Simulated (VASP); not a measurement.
A run of VASP 6.6.1 is set up as follows.

Contents of INCAR:

```
PREC = Accurate
ENCUT = 520
EDIFF = 1E-7
ISMEAR = -1
SIGMA = 0.08
LREAL = False
LASPH = True
NELM = 80
ALGO = Normal
ISIF = 2
LWAVE = False
LCHARG = True
GGA = CA
LELF = True
LVHAR = True
NBANDS = 12
```

Contents of KPOINTS:

```
regular mesh
0
Gamma
  15 15 15
```

File POSCAR:

```
La
1.0
   -1.7524889621      1.7524889621      1.7524889621
    1.7524889621     -1.7524889621      1.7524889621
    1.7524889621      1.7524889621     -1.7524889621
La
1
Direct
    0.0000000000      0.0000000000      0.0000000000
```

Potentials or basis: VASP PAW LDA potentials, release 64 (La).

Launch:

```sh
$ cat potpaw_LDA.64/La/POTCAR > POTCAR
$ mpirun -np 1 vasp_std > vasp.out
```

Question: What does it give for the pressure?

Answer: 25.5 GPa.
